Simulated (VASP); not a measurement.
# CdF2 (Fm-3m) in VASP: a series of runs

Runs on CdF2. Level: r2SCAN. Tasks: single point.

Program: VASP 6.6.1. These are calculated values, not measurements. Logs are shortened: lines on timing, memory, paths and dates and some standing lists are left out, and cuts for length are marked.

### Step 1. The cell of the first run

Symmetry: Fm-3m, No. 225, cubic system. The conventional cell has a = 5.494 Å, b = 5.494 Å, c = 5.494 Å, α = 90.00°, β = 90.00°, γ = 90.00°. Cd (site symmetry m-3m) has 8 F at 2.38 Å within 3.1 Å. F (site symmetry -43m) has 4 Cd at 2.38 Å and 6 F at 2.75 Å within 3.1 Å.

### Step 2. Single point, r2SCAN (volume changed by +6%)

POSCAR

```
CdF2
1.0
    0.0000000000      2.7470181066      2.7470181066
    2.7470181066      0.0000000000      2.7470181066
    2.7470181066      2.7470181066      0.0000000000
Cd F
1 2
Direct
    0.0000000000      0.0000000000      0.0000000000
    0.2500000000      0.2500000000      0.2500000000
    0.7500000000      0.7500000000      0.7500000000
```

INCAR.step1

```
SYSTEM = CdF2
  PREC = Accurate
  ENCUT = 660
  ISMEAR = 0
  SIGMA = 0.01
  LREAL = .False.
  LASPH = .True.
  NELM = 120
  NBANDS = 24
  GGA = PE
  ALGO = Normal
  EDIFF = 1E-5
  LWAVE = .True.
  LCHARG = .False.
  GGA_COMPAT = .False.
```

INCAR.step2

```
SYSTEM = CdF2
  PREC = Accurate
  ENCUT = 660
  EDIFF = 1E-6
  ISMEAR = 0
  SIGMA = 0.01
  LREAL = .False.
  LASPH = .True.
  NELM = 120
  ALGO = Normal
  ISIF = 2
  LWAVE = .False.
  LCHARG = .False.
  METAGGA = R2SCAN
  LMIXTAU = .True.
  NBANDS = 24
  ISTART = 1
  GGA_COMPAT = .False.
```

KPOINTS

```
regular mesh
0
Gamma
  6 6 6
  0 0 0
```

Potentials or basis: VASP PAW PBE potentials, release 64 (Cd_sv_GW, F).

Started as:

```console
$ cat potpaw_PBE.64/Cd_sv_GW/POTCAR potpaw_PBE.64/F/POTCAR > POTCAR
$ cp INCAR.step1 INCAR
$ mpirun -np 1 vasp_std > vasp.out
$ cp INCAR.step2 INCAR
$ mpirun -np 1 vasp_std > vasp.out
```

OUTCAR:

```text
SYSTEM = CdF2
   PREC = Accurate
   ENCUT = 660
   EDIFF = 1E-6
   ISMEAR = 0
   LREAL = .False.
   LASPH = .True.
   NELM = 120
   ISIF = 2
   METAGGA = R2SCAN
   ISTART = 1

 ion  position               nearest neighbor table
   1  0.000  0.000  0.000-
   2  0.250  0.250  0.250-
   3  0.750  0.750  0.750-

  LATTYP: Found a face centered cubic cell.
 ALAT       =     5.4940362132

  Lattice vectors:

 A1 = (   0.0000000000,   2.7470181066,   2.7470181066)
 A2 = (   2.7470181066,   0.0000000000,   2.7470181066)
 A3 = (   2.7470181066,   2.7470181066,   0.0000000000)

Analysis of symmetry for initial positions (statically):
=====================================================================
 Subroutine PRICEL returns:
 Original cell was already a primitive cell.

 Routine SETGRP: Setting up the symmetry group for a
 face centered cubic supercell.

 Subroutine GETGRP returns: Found 48 space group operations
 (whereof 48 operations were pure point group operations)
 out of a pool of 48 trial point group operations.

The static configuration has the point symmetry O_h .

Analysis of symmetry for dynamics (positions and initial velocities):
=====================================================================
 Subroutine PRICEL returns:
 Original cell was already a primitive cell.

 Routine SETGRP: Setting up the symmetry group for a
 face centered cubic supercell.

 Subroutine GETGRP returns: Found 48 space group operations
 (whereof 48 operations were pure point group operations)
 out of a pool of 48 trial point group operations.

The dynamic configuration has the point symmetry O_h .

 Subroutine INISYM returns: Found 48 space group operations
 (whereof 48 operations are pure point group operations),
 and found     1 'primitive' translations

----------------------------------------------------------------------------------------

                                     Primitive cell

  volume of cell :      41.4586

  direct lattice vectors                    reciprocal lattice vectors
     0.000000000  2.747018107  2.747018107    -0.182015546  0.182015546  0.182015546
     2.747018107  0.000000000  2.747018107     0.182015546 -0.182015546  0.182015546
     2.747018107  2.747018107  0.000000000     0.182015546  0.182015546 -0.182015546

  length of vectors
     3.884870262  3.884870262  3.884870262     0.315260173  0.315260173  0.315260173

  position of ions in fractional coordinates (direct lattice)
     0.000000000  0.000000000  0.000000000
     0.250000000  0.250000000  0.250000000
     0.750000000  0.750000000  0.750000000

  ion indices of the primitive-cell ions
   primitive index   ion index
                 1           1
                 2           2
                 3           3

----------------------------------------------------------------------------------------

 KPOINTS: regular mesh

Automatic generation of k-mesh.
 Grid dimensions read from file:
 generate k-points for:    6    6    6

 Generating k-lattice:

  Cartesian coordinates                     Fractional coordinates (reciprocal lattice)
    -0.030335924  0.030335924  0.030335924     0.166666667  0.000000000  0.000000000
     0.030335924 -0.030335924  0.030335924     0.000000000  0.166666667  0.000000000
     0.030335924  0.030335924 -0.030335924     0.000000000  0.000000000  0.166666667

  Length of vectors
     0.052543362  0.052543362  0.052543362

  Shift w.r.t. Gamma in fractional coordinates (k-lattice)
     0.000000000  0.000000000  0.000000000

 Subroutine IBZKPT returns following result:
 ===========================================

 Found     16 irreducible k-points:

 Following reciprocal coordinates:
            Coordinates               Weight
  0.000000  0.000000  0.000000      1.000000
  0.166667  0.000000  0.000000      8.000000
  0.333333  0.000000  0.000000      8.000000
  0.500000  0.000000  0.000000      4.000000
  0.166667  0.166667  0.000000      6.000000
  0.333333  0.166667  0.000000     24.000000
[... 8 lines left out ...]
 -0.333333  0.333333  0.166667     24.000000
 -0.333333  0.500000  0.166667     12.000000
   k-points           NKPTS =     16   k-points in BZ     NKDIM =     16   number of bands    NBANDS=     24
   number of dos      NEDOS =    301   number of ions     NIONS =      3
   total plane-waves  NPLWV =  46656
   dimension x,y,z NGX =    36 NGY =   36 NGZ =   36
   dimension x,y,z NGXF=    72 NGYF=   72 NGZF=   72
   ions per type =               1   2
   NGX,Y,Z   is equivalent  to a cutoff of  15.41, 15.41, 15.41 a.u.
   NGXF,Y,Z  is equivalent  to a cutoff of  30.81, 30.81, 30.81 a.u.
 SYSTEM =  CdF2
   PREC   = accura    normal or accurate (medium, high low for compatibility)
   ISTART =      1    job   : 0-new  1-cont  2-samecut
   ICHARG =      0    charge: 1-file 2-atom 10-const
   ISPIN  =      1    spin polarized calculation?
   LNONCOLLINEAR =      F non collinear calculations
   LSORBIT =      F    spin-orbit coupling
   LASPH  =      T    aspherical Exc in radial PAW
   ENCUT  =  660.0 eV  48.51 Ry    6.96 a.u.   8.14  8.14  8.14*2*pi/ulx,y,z
   NELM   =    120;   NELMIN=  2; NELMDL=  0     # of ELM steps
   EDIFF  = 0.1E-05   stopping-criterion for ELM
   LREAL  =      F    real-space projection
   EDIFFG = 0.1E-04   stopping-criterion for IOM
   NSW    =      0    number of steps for IOM
   IBRION =     -1    ionic relax: 0-MD 1-quasi-New 2-CG
   NFREE  =      0    steps in history (QN), initial steepest desc. (CG)
   ISIF   =      2    stress and relaxation
   ISYM   =      2    0-nonsym 1-usesym 2-fastsym
   POTIM  = 0.5000    time-step for ionic-motion
   TEBEG  =    0.0;   TEEND  =   0.0 temperature during run
   PSTRESS=    0.0 pullay stress
   NELECT =      34.0000    total number of electrons
   NUPDOWN=      -1.0000    fix difference up-down
   EMIN   =  10.00;   EMAX   =-10.00  energy-range for DOS
   EFERMI =   0.00;   METHOD = LEGACY
   ISMEAR =     0;   SIGMA  =   0.01  broadening in eV -4-tet -1-fermi 0-gaus
   EFERMI_NEDOS =   21; number of points for ismear=-14 and -15
   IALGO  =     38    algorithm
   IMIX   =      4    mixing-type and parameters
     AMIX     =   0.40;   BMIX     =  1.00
     AMIX_MAG =   1.60;   BMIX_MAG =  1.00
  volume/ion in A,a.u.               =      13.82        93.26
  Fermi-wavevector in a.u.,A,eV,Ry     =   1.532368  2.895755 31.948525  2.348150
  Thomas-Fermi vector in A             =   2.639583
   LORBIT       =      0    0 simple, 1 ext, 2 COOP (PROOUT), +10 PAW based schemes
   METAGGA = R2SCAN    functional components
   LHFCALC =     F    Hartree Fock is set to
   AEXX    =    0.0000 exact exchange contribution
   IVDW    =     0    specifies the selected vdW correction
   LEPSILON=     F    determine dielectric tensor
   LRPA    =     F    only Hartree local field effects (RPA)
 non-spin polarized calculation
 Gauss-broadening in eV      SIGMA  =   0.01
  energy-cutoff  :      660.00
  volume of cell :       41.46
 maximum number of plane-waves:      1639
 NGX is ok and might be reduce to    36
   NGX = 17   NGY = 17   NGZ = 17

 number of electron      34.0000007 magnetization

 Free energy of the ion-electron system (eV)
  ---------------------------------------------------
  ext. energy  EPLUGINS =         0.00000000
  ---------------------------------------------------
  free energy    TOTEN  =       -33.80000372 eV

  energy without entropy =      -33.80000372  energy(sigma->0) =      -33.80000372

 E-fermi :  -0.3462     XC(G=0): -10.8627

 val. band max:       -0.4650497208   @ k =  -0.3333   0.5000   0.1667
 cond. band min:       3.1246964170   @ k =   0.0000   0.0000   0.0000
 fundamental gap:      3.5897461378
 Fermi energy:        -0.3461867599

 k-point     1 :       0.0000    0.0000    0.0000
  band No.  band energies     occupation
      1    -101.5730      2.00000
      2     -61.7649      2.00000
      3     -61.7649      2.00000
      4     -61.7649      2.00000
      5     -22.0664      2.00000
      6     -21.1536      2.00000
[... 16 lines left out ...]
     23      19.9941      0.00000
     24      19.9941      0.00000

 k-point     2 :       0.1667    0.0000    0.0000
  band No.  band energies     occupation
      1    -101.5730      2.00000
      2     -61.7653      2.00000
      3     -61.7649      2.00000
      4     -61.7649      2.00000
      5     -21.9952      2.00000
      6     -21.2160      2.00000
[... 16 lines left out ...]
     23      19.2942      0.00000
     24      19.2942      0.00000

 k-point     3 :       0.3333    0.0000    0.0000
  band No.  band energies     occupation
      1    -101.5730      2.00000
      2     -61.7662      2.00000
      3     -61.7651      2.00000
      4     -61.7651      2.00000
      5     -21.8145      2.00000
      6     -21.3765      2.00000
[... 16 lines left out ...]
     23      18.4346      0.00000
     24      18.9434      0.00000

 k-point     4 :       0.5000    0.0000    0.0000
  band No.  band energies     occupation
      1    -101.5729      2.00000
      2     -61.7665      2.00000
      3     -61.7651      2.00000
      4     -61.7651      2.00000
      5     -21.6167      2.00000
      6     -21.5629      2.00000
[... 16 lines left out ...]
     23      18.1029      0.00000
     24      18.4090      0.00000

 k-point     5 :       0.1667    0.1667    0.0000
  band No.  band energies     occupation
      1    -101.5730      2.00000
      2     -61.7653      2.00000
      3     -61.7650      2.00000
      4     -61.7650      2.00000
      5     -21.9749      2.00000
      6     -21.2320      2.00000
[... 235 lines left out ...]
 k-point    14 :       0.5000    0.3333    0.1667
  band No.  band energies     occupation
      1    -101.5730      2.00000
      2     -61.7662      2.00000
      3     -61.7656      2.00000
      4     -61.7653      2.00000
      5     -21.7196      2.00000
      6     -21.4469      2.00000
[... 16 lines left out ...]
     23      19.2677      0.00000
     24      21.3950      0.00000

 k-point    15 :      -0.3333    0.3333    0.1667
  band No.  band energies     occupation
      1    -101.5729      2.00000
      2     -61.7662      2.00000
      3     -61.7658      2.00000
      4     -61.7654      2.00000
      5     -21.5844      2.00000
      6     -21.5709      2.00000
[... 16 lines left out ...]
     23      18.8395      0.00000
     24      21.7490      0.00000

 k-point    16 :      -0.3333    0.5000    0.1667
  band No.  band energies     occupation
      1    -101.5729      2.00000
      2     -61.7663      2.00000
      3     -61.7658      2.00000
      4     -61.7655      2.00000
      5     -21.6305      2.00000
      6     -21.5158      2.00000
[... 16 lines left out ...]
     23      20.1044      0.00000
     24      20.6837      0.00000

------------------------ aborting loop because EDIFF is reached ----------------------------------------

  FORCE on cell =-STRESS in cart. coord.  units (eV):
  Direction    XX          YY          ZZ          XY          YZ          ZX
  --------------------------------------------------------------------------------------
  -------------------------------------------------------------------------------------
  Total       -1.6116349     -1.6116349     -1.6116349     -0.0000000      0.0000000      0.0000000
  in kB      -62.2820179    -62.2820179    -62.2820179     -0.0000000      0.0000000      0.0000000
  external PRESSURE =     -62.2820179 kB  Pullay stress =       0.0000000 kB

 VOLUME and BASIS-vectors are now :
 -----------------------------------------------------------------------------
  energy-cutoff  :      660.00
  volume of cell :       41.46
      direct lattice vectors                 reciprocal lattice vectors
     0.000000000  2.747018107  2.747018107    -0.182015546  0.182015546  0.182015546
     2.747018107  0.000000000  2.747018107     0.182015546 -0.182015546  0.182015546
     2.747018107  2.747018107  0.000000000     0.182015546  0.182015546 -0.182015546

 POSITION                                       TOTAL-FORCE (eV/Angst)
 -----------------------------------------------------------------------------------
      0.00000      0.00000      0.00000         0.000000     -0.000000     -0.000000
      1.37351      1.37351      1.37351         0.000000      0.000000      0.000000
      4.12053      4.12053      4.12053        -0.000000     -0.000000     -0.000000
 -----------------------------------------------------------------------------------
    total drift:                               -0.000000      0.000000      0.000000

  FREE ENERGIE OF THE ION-ELECTRON SYSTEM (eV)
  ---------------------------------------------------
  free  energy   TOTEN  =       -33.8000037193 eV

  energy  without entropy=      -33.8000037193  energy(sigma->0) =      -33.80000372
```

Run time: 71 s. Hardware: 1 thread of Intel Xeon 6975P-C (Granite Rapids), shared host; peak memory 0.22 GiB.

Results:

```
Free energy            : -33.8000 eV
Pressure               : -6.2 GPa
Band gap on the k mesh : 3.59 eV, indirect (least direct gap 4.16 eV)
```

Caveat: the PAW data sets were made with another functional, which shifts forces and pressure a little. A k mesh can miss the band edges.

### Step 3. Single point, r2SCAN (volume changed by -3%)

POSCAR

```
CdF2
1.0
    0.0000000000      2.6669619016      2.6669619016
    2.6669619016      0.0000000000      2.6669619016
    2.6669619016      2.6669619016      0.0000000000
Cd F
1 2
Direct
    0.0000000000      0.0000000000      0.0000000000
    0.2500000000      0.2500000000      0.2500000000
    0.7500000000      0.7500000000      0.7500000000
```

INCAR.step1

```
SYSTEM = CdF2
PREC = Accurate ; ENCUT = 660
ISMEAR = 0 ; SIGMA = 0.01
LREAL = .False. ; LASPH = .True.
NELM = 120 ; NBANDS = 24
GGA = PE ; ALGO = Normal
EDIFF = 1E-5 ; LWAVE = .True.
LCHARG = .False. ; GGA_COMPAT = .False.
```

INCAR.step2

```
SYSTEM = CdF2
PREC = Accurate ; ENCUT = 660
EDIFF = 1E-6 ; ISMEAR = 0
SIGMA = 0.01 ; LREAL = .False.
LASPH = .True. ; NELM = 120
ALGO = Normal ; ISIF = 2
LWAVE = .False. ; LCHARG = .True.
METAGGA = R2SCAN ; LMIXTAU = .True.
LELF = .True. ; LVHAR = .True.
NBANDS = 24 ; ISTART = 1
GGA_COMPAT = .False.
```

KPOINTS is that of step 2.

Potentials or basis: VASP PAW PBE potentials, release 64 (Cd_sv_GW, F).

Started as:

```console
$ cat potpaw_PBE.64/Cd_sv_GW/POTCAR potpaw_PBE.64/F/POTCAR > POTCAR
$ cp INCAR.step1 INCAR
$ mpirun -np 1 vasp_std > vasp.out
$ cp INCAR.step2 INCAR
$ mpirun -np 1 vasp_std > vasp.out
```

Wall time 65 s (1 thread of Intel Xeon Platinum 8375C at 2.90GHz (Ice Lake), shared host); peak memory 0.2 GiB.

It converged, with:

```
Free energy            : -33.8307 eV
Pressure               : 3.2 GPa
Band gap on the k mesh : 3.92 eV, indirect (least direct gap 4.37 eV)
```

Levels at points of the mesh, in eV from the valence-band top:
```
           k point  band 13  band 14  band 15  band 16  band 17  band 18  band 19  band 20  band 21  band 22
(0.00, 0.00, 0.00)    -1.05    -1.05    -0.45    -0.45    -0.45     3.92    13.78    13.78    13.78    18.26
(0.50, 0.00, 0.00)    -2.40    -1.94    -1.94    -0.37    -0.37     8.28     9.82    15.92    15.92    19.24
(0.50, 0.50, 0.00)    -3.11    -3.07    -0.56    -0.07    -0.07     9.19    10.78    12.30    15.61    15.61
```

Caveat: the PAW data sets were made with another functional, which shifts forces and pressure a little. A k mesh can miss the band edges.
